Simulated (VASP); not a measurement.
# Zn (P6_3/mmc) in VASP: further runs, part 2 of 2

VASP 6.6.1. Earlier steps stand in the parts before.

**3. Single point, PBE**

This run uses another cell than the first one, of 14.13 Å³/atom, 0.886 times its volume.

File INCAR:

```
SYSTEM = Zn
PREC = Accurate
ENCUT = 500
EDIFF = 1E-6
ISMEAR = -1
SIGMA = 0.05
LREAL = .FALSE.
LASPH = .TRUE.
NELM = 120
ALGO = Normal
ISIF = 2
LWAVE = .FALSE.
LCHARG = .FALSE.
GGA = PE
NBANDS = 19
GGA_COMPAT = .FALSE.
```

File KPOINTS:

```
regular mesh
0
G
  10 10 5
  0 0 0
```

File POSCAR:

```
Zn
1.0
    2.5632000000      0.0000000000      0.0000000000
   -1.2816000000      2.2197963150      0.0000000000
    0.0000000000      0.0000000000      4.9660000000
Zn
2
Direct
    0.6666666667      0.3333333333      0.7500000000
    0.3333333333      0.6666666667      0.2500000000
```

Potentials or basis: VASP PAW PBE potentials, release 64 (Zn).

Launch:

```bash
$ cat potpaw_PBE.64/Zn/POTCAR > POTCAR
$ mpirun -np 1 vasp_std > vasp.out
```

OUTCAR:

```text
SYSTEM = Zn
   PREC = Accurate
   ENCUT = 500
   EDIFF = 1E-6
   ISMEAR = -1
   LREAL = .FALSE.
   LASPH = .TRUE.
   NELM = 120
   ISIF = 2
   GGA = PE

 ion  position               nearest neighbor table
   1  0.667  0.333  0.750-   2 2.89   2 2.89   2 2.89   2 2.89   2 2.89   2 2.89
   2  0.333  0.667  0.250-   1 2.89   1 2.89   1 2.89   1 2.89   1 2.89   1 2.89

  LATTYP: Found a hexagonal cell.
 ALAT       =     2.5632000000
 C/A-ratio  =     1.9374219725

  Lattice vectors:

 A1 = (   2.5632000000,   0.0000000000,   0.0000000000)
 A2 = (  -1.2816000000,   2.2197963150,   0.0000000000)
 A3 = (   0.0000000000,   0.0000000000,   4.9660000000)

Analysis of symmetry for initial positions (statically):
=====================================================================
 Subroutine PRICEL returns:
 Original cell was already a primitive cell.

 Routine SETGRP: Setting up the symmetry group for a
 hexagonal supercell.

 Subroutine GETGRP returns: Found 24 space group operations
 (whereof 12 operations were pure point group operations)
 out of a pool of 24 trial point group operations.

The static configuration has the point symmetry D_3d.
 The point group associated with its full space group is D_6h.

Analysis of symmetry for dynamics (positions and initial velocities):
=====================================================================
 Subroutine PRICEL returns:
 Original cell was already a primitive cell.

 Routine SETGRP: Setting up the symmetry group for a
 hexagonal supercell.

 Subroutine GETGRP returns: Found 24 space group operations
 (whereof 12 operations were pure point group operations)
 out of a pool of 24 trial point group operations.

The dynamic configuration has the point symmetry D_3d.
 The point group associated with its full space group is D_6h.

[... 105 lines left out ...]
   ISYM   =      2    0-nonsym 1-usesym 2-fastsym
   POTIM  = 0.5000    time-step for ionic-motion
   TEBEG  =    0.0;   TEEND  =   0.0 temperature during run
   PSTRESS=    0.0 pullay stress
   NELECT =      24.0000    total number of electrons
   NUPDOWN=      -1.0000    fix difference up-down
   EMIN   =  10.00;   EMAX   =-10.00  energy-range for DOS
   EFERMI =   0.00;   METHOD = LEGACY
   ISMEAR =    -1;   SIGMA  =   0.05  broadening in eV -4-tet -1-fermi 0-gaus
   EFERMI_NEDOS =   21; number of points for ismear=-14 and -15
   IALGO  =     38    algorithm
   IMIX   =      4    mixing-type and parameters
     AMIX     =   0.40;   BMIX     =  1.00
     AMIX_MAG =   1.60;   BMIX_MAG =  1.00
  volume/ion in A,a.u.               =      14.13        95.34
  Fermi-wavevector in a.u.,A,eV,Ry     =   1.550403  2.929836 32.704977  2.403748
  Thomas-Fermi vector in A             =   2.655071
   LORBIT       =      0    0 simple, 1 ext, 2 COOP (PROOUT), +10 PAW based schemes
   GGA     = PE    functional components
   LHFCALC =     F    Hartree Fock is set to
   AEXX    =    0.0000 exact exchange contribution
   IVDW    =     0    specifies the selected vdW correction
   LEPSILON=     F    determine dielectric tensor
   LRPA    =     F    only Hartree local field effects (RPA)
 non-spin polarized calculation
  energy-cutoff  :      500.00
  volume of cell :       28.26
 maximum number of plane-waves:       729
 NGX is ok and might be reduce to    20
   NGX =  9   NGY =  9   NGZ = 19

 number of electron      23.9999961 magnetization

 Free energy of the ion-electron system (eV)
  ---------------------------------------------------
  ext. energy  EPLUGINS =         0.00000000
  ---------------------------------------------------
  free energy    TOTEN  =        -2.16386136 eV

  energy without entropy =       -2.16114286  energy(sigma->0) =       -2.16250211

 E-fermi :   3.2996     XC(G=0): -11.9305

 val. band max:        3.2046161038   @ k =   0.3000   0.2000   0.2000
 cond. band min:       3.4240644644   @ k =   0.4000   0.0000   0.0000
 fundamental gap:      0.2194483606
 Fermi energy:         3.2995515054

 k-point     1 :       0.0000    0.0000    0.0000
  band No.  band energies     occupation
      1      -7.3641      2.00000
      2      -5.4258      2.00000
      3      -4.5841      2.00000
      4      -4.2582      2.00000
      5      -4.2582      2.00000
      6      -4.2112      2.00000
[... 505 lines left out ...]
      6      -3.9314      2.00000
[... 11 lines left out ...]
     18      16.3726      0.00000
     19      20.1687      0.00000

 [... further k-points ...]
[... 5 lines left out ...]
  --------------------------------------------------------------------------------------
  -------------------------------------------------------------------------------------
  Total        1.9515151      1.9515151      0.3599488      0.0000000      0.0000000      0.0000000
  in kB      110.6573233    110.6573233     20.4102829      0.0000000      0.0000000      0.0000000
  external PRESSURE =      80.5749765 kB  Pullay stress =       0.0000000 kB

 VOLUME and BASIS-vectors are now :
 -----------------------------------------------------------------------------
  energy-cutoff  :      500.00
  volume of cell :       28.26
      direct lattice vectors                 reciprocal lattice vectors
     2.563200000  0.000000000  0.000000000     0.390137328  0.225245892  0.000000000
    -1.281600000  2.219796315  0.000000000     0.000000000  0.450491783  0.000000000
     0.000000000  0.000000000  4.966000000     0.000000000  0.000000000  0.201369311

 POSITION                                       TOTAL-FORCE (eV/Angst)
 -----------------------------------------------------------------------------------
      1.28160      0.73993      3.72450         0.000000     -0.000000      0.000000
     -0.00000      1.47986      1.24150        -0.000000      0.000000     -0.000000
 -----------------------------------------------------------------------------------
    total drift:                               -0.000000      0.000000      0.000000

  FREE ENERGIE OF THE ION-ELECTRON SYSTEM (eV)
  ---------------------------------------------------
  free  energy   TOTEN  =        -2.1638613635 eV

  energy  without entropy=       -2.1611428572  energy(sigma->0) =       -2.16250211
```

OSZICAR:

```text
N       E                     dE             d eps       ncg     rms          rms(c)
DAV:   1     0.114700108498E+03    0.11470E+03   -0.12116E+04  1628   0.199E+03
DAV:   2     0.287651535049E+01   -0.11182E+03   -0.10784E+03  1605   0.296E+02
DAV:   3    -0.238818432397E+01   -0.52647E+01   -0.52433E+01  1800   0.709E+01
DAV:   4    -0.241763527482E+01   -0.29451E-01   -0.29443E-01  1812   0.551E+00
DAV:   5    -0.241767195654E+01   -0.36682E-04   -0.36681E-04  1752   0.175E-01    0.479E+00
DAV:   6    -0.218215442067E+01    0.23552E+00   -0.86680E-01  1784   0.204E+01    0.341E+00
DAV:   7    -0.216957548984E+01    0.12579E-01   -0.30780E-02  2039   0.302E+00    0.172E+00
DAV:   8    -0.216385463921E+01    0.57209E-02   -0.19647E-03  2194   0.732E-01    0.498E-02
DAV:   9    -0.216385889417E+01   -0.42550E-05   -0.28325E-04  2170   0.218E-01    0.333E-02
DAV:  10    -0.216386155977E+01   -0.26656E-05   -0.25967E-05  1705   0.626E-02    0.312E-03
DAV:  11    -0.216386136350E+01    0.19627E-06   -0.10309E-07  1058   0.302E-03
   1 F= -.21638614E+01 E0= -.21625021E+01  d E =-.271851E-02
```

Run time: 16 s. Hardware: 1 thread of Intel Xeon 6975P-C (Granite Rapids), shared host; peak memory 0.14 GiB.

What came out:

- Free energy: -2.1639 eV
- Pressure: 8.1 GPa
- Band gap on the k mesh: zero (band 12 reaches 5.03 eV, above the bottom of band 13 at 0.18 eV)

Stress tensor (GPa, compression positive):
```
11.07  0.00  0.00
 0.00 11.07  0.00
 0.00  0.00  2.04
```

Levels at points of the mesh, in eV from the Fermi level:
```csv
k point,band 9,band 10,band 11,band 12,band 13,band 14,band 15,band 16
"(0.00, 0.00, 0.00)",-7.07,-6.87,-6.87,-3.86,-3.12,13.18,17.17,19.73
"(0.50, 0.00, 0.00)",-6.63,-6.61,-2.57,-1.64,2.92,4.00,4.71,6.18
```

**4. Single point, PBE**

This run uses another cell than the first one, of 16.58 Å³/atom, 1.040 times its volume.

File INCAR:

```
PREC = Accurate
ENCUT = 500
EDIFF = 1E-6
ISMEAR = -1
SIGMA = 0.05
LREAL = F
LASPH = T
NELM = 120
ALGO = Normal
ISIF = 2
LWAVE = F
LCHARG = F
GGA = PE
NBANDS = 19
GGA_COMPAT = F
```

File KPOINTS:

```
regular mesh
0
Gamma
  9 9 5
```

File POSCAR:

```
Zn
1.0
    2.7768000000      0.0000000000      0.0000000000
   -1.3884000000      2.4047793412      0.0000000000
    0.0000000000      0.0000000000      4.9660000000
Zn
2
Direct
    0.6666666667      0.3333333333      0.7500000000
    0.3333333333      0.6666666667      0.2500000000
```

Launch:

```bash
$ cat potpaw_PBE.64/Zn/POTCAR > POTCAR
$ mpirun -np 1 vasp_std > vasp.out
```

Run time: 14 s. Hardware: 1 thread of Intel Xeon 6975P-C (Granite Rapids), shared host; peak memory 0.14 GiB.

The run converged. Its results:

```yaml
Free_energy: -2.1225 eV
Pressure: -5.1 GPa
Band_gap_on_the_k_mesh: zero (band 12 reaches 3.10 eV, above the bottom of band 13 at -0.15 eV)
```

Stress tensor (GPa, compression positive):
```
-5.08  0.00  0.00
 0.00 -5.08  0.00
 0.00  0.00 -5.17
```

Levels at points of the mesh, in eV from the Fermi level:
| k point | band 9 | band 10 | band 11 | band 12 | band 13 | band 14 | band 15 | band 16 |
| --- | --- | --- | --- | --- | --- | --- | --- | --- |
| (0.00, 0.00, 0.00) | -7.38 | -7.17 | -7.17 | -3.25 | -2.88 | 13.84 | 15.40 | 15.40 |

**5. Single point, PBE**

This run uses another cell than the first one, of 14.72 Å³/atom, 0.923 times its volume.

INCAR is that of step 4.

File KPOINTS:

```
Automatic mesh
0
Gamma
  10 10 5
```

File POSCAR:

```
Zn
1.0
    2.6166000000      0.0000000000      0.0000000000
   -1.3083000000      2.2660420715      0.0000000000
    0.0000000000      0.0000000000      4.9660000000
Zn
2
Direct
    0.6666666667      0.3333333333      0.7500000000
    0.3333333333      0.6666666667      0.2500000000
```

Launch:

```bash
$ cat potpaw_PBE.64/Zn/POTCAR > POTCAR
$ mpirun -np 1 vasp_std > vasp.out
```

Run time: 16 s. Hardware: 1 thread of Intel Xeon 6975P-C (Granite Rapids), shared host; peak memory 0.15 GiB.

The run converged. Its results:

* Free energy: -2.2194 eV
* Pressure: 3.2 GPa
* Band gap on the k mesh: zero (band 12 reaches 4.54 eV, above the bottom of band 13 at 0.08 eV)

Stress tensor (GPa, compression positive):
```
4.25 0.00 0.00
0.00 4.25 0.00
0.00 0.00 1.13
```

Levels at points of the mesh, in eV from the Fermi level:
```tsv
k point	band 9	band 10	band 11	band 12	band 13	band 14	band 15	band 16
(0.00, 0.00, 0.00)	-7.08	-6.88	-6.88	-3.62	-2.99	13.44	17.25	18.61
(0.50, 0.00, 0.00)	-6.67	-6.65	-2.59	-1.80	2.85	3.86	4.46	6.03
```

**6. Single point, PBE**

This run uses another cell than the first one, of 15.02 Å³/atom, 0.942 times its volume.

File INCAR:

```
SYSTEM = Zn
PREC     = Accurate       ! precision mode
ENCUT    = 500            ! plane-wave cutoff, eV
EDIFF    = 1E-6           ! SCF threshold, eV
ISMEAR   = -1             ! smearing method
SIGMA    = 0.05           ! smearing width, eV
LREAL    = .False.        ! projectors in reciprocal space
LASPH    = .True.         ! aspherical terms in the spheres
NELM     = 120            ! most SCF steps
ALGO     = Normal         ! electronic algorithm
ISIF     = 2              ! what is computed and relaxed
LWAVE    = .False.        ! write WAVECAR
LCHARG   = .False.        ! write CHGCAR
GGA      = PE             ! functional
NBANDS   = 19             ! bands
GGA_COMPAT= .False.
```

File KPOINTS:

```
Automatic mesh
0
Gamma
  10 10 5
  0 0 0
```

File POSCAR:

```
Zn
1.0
    2.6433000000      0.0000000000      0.0000000000
   -1.3216500000      2.2891649498      0.0000000000
    0.0000000000      0.0000000000      4.9660000000
Zn
2
Direct
    0.6666666667      0.3333333333      0.7500000000
    0.3333333333      0.6666666667      0.2500000000
```

Potentials or basis: VASP PAW PBE potentials, release 64 (Zn).

Launch:

```bash
$ cat potpaw_PBE.64/Zn/POTCAR > POTCAR
$ mpirun -np 1 vasp_std > vasp.out
```

Wall time 16 s (1 thread of Intel Xeon 6975P-C (Granite Rapids), shared host); peak memory 0.14 GiB.

It converged, with:

```
Free energy            : -2.2300 eV
Pressure               : 1.2 GPa
Band gap on the k mesh : zero (band 12 reaches 4.33 eV, above the bottom of band 13 at 0.03 eV)
```

Stress tensor (GPa, compression positive):
```
1.48 0.00 0.00
0.00 1.48 0.00
0.00 0.00 0.68
```

Levels at points of the mesh, in eV from the Fermi level:
| k point | band 8 | band 9 | band 10 | band 11 | band 12 | band 13 | band 14 | band 15 | band 16 | band 17 |
| --- | --- | --- | --- | --- | --- | --- | --- | --- | --- | --- |
| (0.00, 0.00, 0.00) | -7.10 | -7.10 | -6.90 | -6.90 | -3.53 | -2.95 | 13.55 | 17.27 | 18.06 | 18.06 |
| (0.50, 0.00, 0.00) | -6.92 | -6.70 | -6.68 | -2.61 | -1.89 | 2.80 | 3.78 | 4.32 | 5.94 | 10.61 |

**7. Summary**

```csv
cell,k mesh,gap on the mesh (eV),pressure (GPa)
"a = 2.723, b = 2.723, c = 4.966 Å, angles 90.0, 90.0, 120.0°, 2 atoms",9 × 9 × 5,none,-3.1
"a = 2.563, b = 2.563, c = 4.966 Å, angles 90.0, 90.0, 120.0°, 2 atoms",10 × 10 × 5,none,8.1
"a = 2.777, b = 2.777, c = 4.966 Å, angles 90.0, 90.0, 120.0°, 2 atoms",9 × 9 × 5,none,-5.1
"a = 2.617, b = 2.617, c = 4.966 Å, angles 90.0, 90.0, 120.0°, 2 atoms",10 × 10 × 5,none,3.2
"a = 2.643, b = 2.643, c = 4.966 Å, angles 90.0, 90.0, 120.0°, 2 atoms",10 × 10 × 5,none,1.2
```

Alike in all rows: task single point; level PBE; potentials or basis VASP PAW PBE potentials, release 64 (Zn); no spin polarisation; cutoff (eV) 500; smearing fermi-dirac 0.05 eV.

Total energies depend on the potentials used, so only differences within one code and one set of settings carry meaning.
